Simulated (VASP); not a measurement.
# Cu (P-3m1) in VASP: notebook

Cu is run at these levels: PBE; tasks: single point.

Program: VASP 6.6.1. These are calculated values, not measurements. Logs are shortened: lines on timing, memory, paths and dates and some standing lists are left out, and cuts for length are marked.

## (1) The cell of the first run

It takes space group P-3m1 (No. 164, trigonal). The conventional cell has a = 2.568 Å, b = 2.568 Å, c = 14.081 Å, α = 90.00°, β = 90.00°, γ = 120.00°. Within 3.4 Å of Cu (site symmetry 3m) lie 9 Cu at 2.57 Å. Cu (site symmetry 3m) has 12 Cu at 2.57 Å within 3.4 Å. Within 3.4 Å of Cu (site symmetry 3m) lie 12 Cu at 2.57 Å.

## (2) Single point, PBE

File INCAR:

```
PREC     = Accurate       # precision mode
ENCUT    = 520            # plane-wave cutoff, eV
EDIFF    = 1E-6           # SCF threshold, eV
ISMEAR   = 0              # smearing method
SIGMA    = 0.15           # smearing width, eV
LREAL    = F              # projectors in reciprocal space
LASPH    = T              # aspherical terms in the spheres
NELM     = 100            # most SCF steps
ALGO     = Normal         # electronic algorithm
ISIF     = 2              # what is computed and relaxed
LWAVE    = F              # write WAVECAR
LCHARG   = F              # write CHGCAR
GGA      = PE             # functional
NBANDS   = 42             # bands
```

File KPOINTS:

```
regular mesh
0
Gamma
  26 26 5
```

File POSCAR:

```
Cu
1.0
   -2.5680103729      0.0000000000      0.0000000000
   -1.2840051864     -2.2239622201      0.0000000000
    0.0000000000      0.0000000000     14.0805844728
Cu
6
Direct
    0.3333333333      0.3333333333      0.8190293615
    0.3333333333      0.3333333333      0.2233824740
    0.3333333333      0.3333333333      0.5212059177
    0.6666666667      0.6666666667      0.0744707521
    0.6666666667      0.6666666667      0.3722941959
    0.6666666667      0.6666666667      0.6701176396
```

Potentials or basis: VASP PAW PBE potentials, release 64 (Cu).

Started as:

```
$ cat potpaw_PBE.64/Cu/POTCAR > POTCAR
$ mpirun -np 1 vasp_std > vasp.out
```

OUTCAR:

```text
PREC = Accurate
   ENCUT = 520
   EDIFF = 1E-6
   ISMEAR = 0
   LREAL = F
   LASPH = T
   NELM = 100
   ISIF = 2
   GGA = PE

 ion  position               nearest neighbor table
   1  0.333  0.333  0.819-   6 2.57   6 2.57   6 2.57
   2  0.333  0.333  0.223-   4 2.57   5 2.57   4 2.57   5 2.57   4 2.57   5 2.57
   3  0.333  0.333  0.521-   5 2.57   5 2.57   5 2.57   6 2.57   6 2.57   6 2.57
   4  0.667  0.667  0.074-   2 2.57   2 2.57   2 2.57
   5  0.667  0.667  0.372-   3 2.57   3 2.57   3 2.57   2 2.57   2 2.57   2 2.57
   6  0.667  0.667  0.670-   1 2.57   3 2.57   1 2.57   3 2.57   1 2.57   3 2.57

  LATTYP: Found a hexagonal cell.
 ALAT       =     2.5680103729
 C/A-ratio  =     5.4830714944

  Lattice vectors:

 A1 = (   1.2840051864,   2.2239622201,   0.0000000000)
 A2 = (  -2.5680103729,   0.0000000000,   0.0000000000)
 A3 = (   0.0000000000,   0.0000000000,  14.0805844728)

Analysis of symmetry for initial positions (statically):
=====================================================================
 Subroutine PRICEL returns:
 Original cell was already a primitive cell.

 Routine SETGRP: Setting up the symmetry group for a
 hexagonal supercell.

 Subroutine GETGRP returns: Found 12 space group operations
 (whereof  6 operations were pure point group operations)
 out of a pool of 24 trial point group operations.

The static configuration has the point symmetry C_3v.
 The point group associated with its full space group is D_3d.

Analysis of symmetry for dynamics (positions and initial velocities):
=====================================================================
 Subroutine PRICEL returns:
 Original cell was already a primitive cell.

 Routine SETGRP: Setting up the symmetry group for a
 hexagonal supercell.

 Subroutine GETGRP returns: Found 12 space group operations
 (whereof  6 operations were pure point group operations)
 out of a pool of 24 trial point group operations.

The dynamic configuration has the point symmetry C_3v.
 The point group associated with its full space group is D_3d.

 Subroutine INISYM returns: Found 12 space group operations
 (whereof  6 operations are pure point group operations),
 and found     1 'primitive' translations

----------------------------------------------------------------------------------------

                                     Primitive cell

  volume of cell :      80.4164

  direct lattice vectors                    reciprocal lattice vectors
    -2.568010373  0.000000000  0.000000000    -0.389406527  0.224823963  0.000000000
    -1.284005186 -2.223962220  0.000000000     0.000000000 -0.449647926  0.000000000
     0.000000000  0.000000000 14.080584473     0.000000000  0.000000000  0.071019779

  length of vectors
     2.568010373  2.568010373 14.080584473     0.449647926  0.449647926  0.071019779

  position of ions in fractional coordinates (direct lattice)
     0.333333333  0.333333333  0.819029362
     0.333333333  0.333333333  0.223382474
     0.333333333  0.333333333  0.521205918
     0.666666667  0.666666667  0.074470752
     0.666666667  0.666666667  0.372294196
     0.666666667  0.666666667  0.670117640

  ion indices of the primitive-cell ions
   primitive index   ion index
                 1           1
                 2           2
                 3           3
                 4           4
                 5           5
                 6           6

----------------------------------------------------------------------------------------

 KPOINTS: regular mesh

Automatic generation of k-mesh.
 Grid dimensions read from file:
 generate k-points for:   26   26    5

 Generating k-lattice:

  Cartesian coordinates                     Fractional coordinates (reciprocal lattice)
    -0.014977174  0.008647076  0.000000000     0.038461538  0.000000000  0.000000000
     0.000000000 -0.017294151  0.000000000     0.000000000  0.038461538  0.000000000
     0.000000000  0.000000000  0.014203956     0.000000000  0.000000000  0.200000000

  Length of vectors
     0.017294151  0.017294151  0.014203956

  Shift w.r.t. Gamma in fractional coordinates (k-lattice)
     0.000000000  0.000000000  0.000000000

 Subroutine IBZKPT returns following result:
 ===========================================

 Found    322 irreducible k-points:

 Following reciprocal coordinates:
            Coordinates               Weight
  0.000000  0.000000  0.000000      1.000000
  0.038462  0.000000  0.000000      6.000000
  0.076923  0.000000  0.000000      6.000000
  0.115385  0.000000  0.000000      6.000000
  0.153846  0.000000  0.000000      6.000000
  0.192308  0.000000  0.000000      6.000000
[... 16 lines left out ...]
  0.384615  0.038462  0.000000     12.000000
  0.423077  0.038462  0.000000     12.000000
 [... further k-points ...]
   k-points           NKPTS =    322   k-points in BZ     NKDIM =    322   number of bands    NBANDS=     42
   number of dos      NEDOS =    301   number of ions     NIONS =      6
   total plane-waves  NPLWV =  43200
   dimension x,y,z NGX =    20 NGY =   20 NGZ =  108
   dimension x,y,z NGXF=    40 NGYF=   40 NGZF=  216
   ions per type =               6
   NGX,Y,Z   is equivalent  to a cutoff of  12.95, 12.95, 12.75 a.u.
   NGXF,Y,Z  is equivalent  to a cutoff of  25.89, 25.89, 25.50 a.u.
 SYSTEM =  unknown system
   PREC   = accura    normal or accurate (medium, high low for compatibility)
   ISTART =      0    job   : 0-new  1-cont  2-samecut
   ICHARG =      2    charge: 1-file 2-atom 10-const
   ISPIN  =      1    spin polarized calculation?
   LNONCOLLINEAR =      F non collinear calculations
   LSORBIT =      F    spin-orbit coupling
   LASPH  =      T    aspherical Exc in radial PAW
   ENCUT  =  520.0 eV  38.22 Ry    6.18 a.u.   4.77  4.77 26.18*2*pi/ulx,y,z
   NELM   =    100;   NELMIN=  2; NELMDL= -5     # of ELM steps
   EDIFF  = 0.1E-05   stopping-criterion for ELM
   LREAL  =      F    real-space projection
   EDIFFG = 0.1E-04   stopping-criterion for IOM
   NSW    =      0    number of steps for IOM
   IBRION =     -1    ionic relax: 0-MD 1-quasi-New 2-CG
   NFREE  =      0    steps in history (QN), initial steepest desc. (CG)
   ISIF   =      2    stress and relaxation
   ISYM   =      2    0-nonsym 1-usesym 2-fastsym
   POTIM  = 0.5000    time-step for ionic-motion
   TEBEG  =    0.0;   TEEND  =   0.0 temperature during run
   PSTRESS=    0.0 pullay stress
   NELECT =      66.0000    total number of electrons
   NUPDOWN=      -1.0000    fix difference up-down
   EMIN   =  10.00;   EMAX   =-10.00  energy-range for DOS
   EFERMI =   0.00;   METHOD = LEGACY
   ISMEAR =     0;   SIGMA  =   0.15  broadening in eV -4-tet -1-fermi 0-gaus
   EFERMI_NEDOS =   21; number of points for ismear=-14 and -15
   IALGO  =     38    algorithm
   IMIX   =      4    mixing-type and parameters
     AMIX     =   0.40;   BMIX     =  1.00
     AMIX_MAG =   1.60;   BMIX_MAG =  1.00
  volume/ion in A,a.u.               =      13.40        90.45
  Fermi-wavevector in a.u.,A,eV,Ry     =   1.532761  2.896499 31.964945  2.349357
  Thomas-Fermi vector in A             =   2.639922
   LORBIT       =      0    0 simple, 1 ext, 2 COOP (PROOUT), +10 PAW based schemes
   GGA     = PE    functional components
   LHFCALC =     F    Hartree Fock is set to
   AEXX    =    0.0000 exact exchange contribution
   IVDW    =     0    specifies the selected vdW correction
   LEPSILON=     F    determine dielectric tensor
   LRPA    =     F    only Hartree local field effects (RPA)
 non-spin polarized calculation
 Gauss-broadening in eV      SIGMA  =   0.15
  energy-cutoff  :      520.00
  volume of cell :       80.42
 maximum number of plane-waves:      2182
   NGX =  9   NGY =  9   NGZ = 53

 number of electron      66.0000015 magnetization

 Free energy of the ion-electron system (eV)
  ---------------------------------------------------
  ext. energy  EPLUGINS =         0.00000000
  ---------------------------------------------------
  free energy    TOTEN  =       -21.59688550 eV

  energy without entropy =      -21.57002962  energy(sigma->0) =      -21.58345756

 E-fermi :   6.1434     XC(G=0): -11.8583

 val. band max:        6.1432707682   @ k =   0.2692   0.0000   0.2000
 cond. band min:       6.1450104858   @ k =   0.1154   0.0385   0.0000
 fundamental gap:      0.0017397176
 Fermi energy:         6.1434364580

 k-point     1 :       0.0000    0.0000    0.0000
  band No.  band energies     occupation
      1      -2.8742      2.00000
      2      -2.2054      2.00000
      3      -1.3297      2.00000
      4       0.0194      2.00000
      5       0.7059      2.00000
      6       1.1693      2.00000
[... 34 lines left out ...]
     41      19.0361      0.00000
     42      26.1973      0.00000

 k-point     2 :       0.0385    0.0000    0.0000
  band No.  band energies     occupation
      1      -2.8270      2.00000
      2      -2.1592      2.00000
      3      -1.2848      2.00000
      4       0.0606      2.00000
      5       0.7442      2.00000
      6       1.1994      2.00000
[... 34 lines left out ...]
     41      19.0736      0.00000
     42      26.2361      0.00000

 k-point     3 :       0.0769    0.0000    0.0000
  band No.  band energies     occupation
      1      -2.6859      2.00000
      2      -2.0216      2.00000
      3      -1.1513      2.00000
      4       0.1821      2.00000
      5       0.8568      2.00000
      6       1.2873      2.00000
[... 34 lines left out ...]
     41      19.1854      0.00000
     42      24.6710      0.00000

 k-point     4 :       0.1154    0.0000    0.0000
  band No.  band energies     occupation
      1      -2.4530      2.00000
      2      -1.7952      2.00000
      3      -0.9327      2.00000
      4       0.3777      2.00000
      5       1.0367      2.00000
      6       1.4251      2.00000
[... 844 lines left out ...]
     41      14.8434      0.00000
     42      15.3924      0.00000

 k-point    23 :       0.3846    0.0385    0.0000
  band No.  band energies     occupation
      1       0.6387      2.00000
      2       0.9481      2.00000
      3       1.3148      2.00000
      4       1.6986      2.00000
      5       1.9407      2.00000
      6       1.9713      2.00000
[... 34 lines left out ...]
     41      14.6297      0.00000
     42      15.2693      0.00000

 k-point    24 :       0.4231    0.0385    0.0000
  band No.  band energies     occupation
      1       1.0297      2.00000
      2       1.1985      2.00000
      3       1.4404      2.00000
      4       1.7075      2.00000
      5       1.8982      2.00000
      6       1.9363      2.00000
[... 34 lines left out ...]
     41      13.5691      0.00000
     42      14.1947      0.00000

 [... further k-points ...]
[... 5 lines left out ...]
  --------------------------------------------------------------------------------------
  -------------------------------------------------------------------------------------
  Total       -0.8825409     -0.8825409     -1.1022527      0.0000000      0.0000000      0.0000000
  in kB      -17.5833062    -17.5833062    -21.9607359      0.0000000      0.0000000      0.0000000
  external PRESSURE =     -19.0424494 kB  Pullay stress =       0.0000000 kB

 VOLUME and BASIS-vectors are now :
 -----------------------------------------------------------------------------
  energy-cutoff  :      520.00
  volume of cell :       80.42
      direct lattice vectors                 reciprocal lattice vectors
    -2.568010373  0.000000000  0.000000000    -0.389406527  0.224823963  0.000000000
    -1.284005186 -2.223962220  0.000000000     0.000000000 -0.449647926  0.000000000
     0.000000000  0.000000000 14.080584473     0.000000000  0.000000000  0.071019779

 POSITION                                       TOTAL-FORCE (eV/Angst)
 -----------------------------------------------------------------------------------
     -1.28401     -0.74132     11.53241         0.000000     -0.000000      0.216631
     -1.28401     -0.74132      3.14536         0.000000      0.000000     -0.080386
     -1.28401     -0.74132      7.33888         0.000000      0.000000      0.014996
     -2.56801     -1.48264      1.04859        -0.000000      0.000000     -0.216631
     -2.56801     -1.48264      5.24212        -0.000000      0.000000     -0.014996
     -2.56801     -1.48264      9.43565        -0.000000     -0.000000      0.080386
 -----------------------------------------------------------------------------------
    total drift:                                0.000000      0.000000     -0.000001

  FREE ENERGIE OF THE ION-ELECTRON SYSTEM (eV)
  ---------------------------------------------------
  free  energy   TOTEN  =       -21.5968855022 eV

  energy  without entropy=      -21.5700296162  energy(sigma->0) =      -21.58345756
```

It took 14 min on 1 thread of Intel Xeon 6975P-C (Granite Rapids), shared host; peak memory 0.75 GiB.

Results:

```yaml
Free_energy: -21.5969 eV
Pressure: -1.9 GPa
Largest_force: 0.217 eV/Å
Band_gap_on_the_k_mesh: zero (band 33 reaches 9.63 eV, above the bottom of band 34 at 4.51 eV)
```

Forces on the atoms (eV/Å):
```
Cu   0.000  0.000  0.217
Cu   0.000  0.000 -0.080
Cu   0.000  0.000  0.015
Cu   0.000  0.000 -0.217
Cu   0.000  0.000 -0.015
Cu   0.000  0.000  0.080
```

Stress tensor (GPa, compression positive):
```
-1.76  0.00  0.00
 0.00 -1.76  0.00
 0.00  0.00 -2.20
```

## (3) Single point, PBE

This run uses another cell than the first one, of 14.83 Å³/atom, 1.107 times its volume.

File INCAR:

```
SYSTEM = Cu
PREC = Accurate
ENCUT = 520
EDIFF = 1E-6
ISMEAR = 0
SIGMA = 0.15
LREAL = .FALSE.
LASPH = .TRUE.
NELM = 100
ALGO = Fast
ISIF = 2
LWAVE = .FALSE.
LCHARG = .TRUE.
GGA = PE
LELF = .TRUE.
LVHAR = .TRUE.
NBANDS = 42
```

File KPOINTS:

```
regular mesh
0
G
  26 26 5
  0 0 0
```

File POSCAR:

```
Cu
1.0
   -2.5680103729      0.0000000000      0.0000000000
   -1.2840051864     -2.2239622201      0.0000000000
    0.0000000000      0.0000000000     15.5805844728
Cu
6
Direct
    0.3333333333      0.3333333333      0.7401784015
    0.3333333333      0.3333333333      0.2018766241
    0.3333333333      0.3333333333      0.4710275128
    0.6666666667      0.6666666667      0.0673011797
    0.6666666667      0.6666666667      0.3364520684
    0.6666666667      0.6666666667      0.6056029572
```

Potentials or basis: VASP PAW PBE potentials, release 64 (Cu).

Started as:

```
$ cat potpaw_PBE.64/Cu/POTCAR > POTCAR
$ mpirun -np 1 vasp_std > vasp.out
```

Wall time 25 min (1 thread of Intel Xeon 6975P-C, shared host); peak memory 0.83 GiB.

The run converged. Its results:

```
Free energy            : -21.4268 eV
Pressure               : -1.5 GPa
Largest force          : 0.064 eV/Å
Band gap on the k mesh : zero (band 33 reaches 8.57 eV, above the bottom of band 34 at 3.49 eV)
```

Forces on the atoms (eV/Å):
```
Cu   0.000  0.000 -0.029
Cu   0.000  0.000 -0.064
Cu   0.000  0.000  0.012
Cu   0.000  0.000  0.029
Cu   0.000  0.000 -0.012
Cu   0.000  0.000  0.064
```

Stress tensor (GPa, compression positive):
```
-1.96  0.00  0.00
 0.00 -1.96  0.00
 0.00  0.00 -0.66
```

Levels at points of the mesh, in eV from the Fermi level:
| k point | band 31 | band 32 | band 33 | band 34 | band 35 | band 36 | band 37 | band 38 |
| --- | --- | --- | --- | --- | --- | --- | --- | --- |
| (0.00, 0.00, 0.00) | -1.77 | -1.64 | -1.64 | -1.64 | -1.64 | -0.60 | -0.47 | 5.18 |
| (0.50, 0.00, 0.00) | -0.01 | 0.07 | 0.49 | 1.10 | 1.46 | 1.56 | 4.78 | 4.88 |
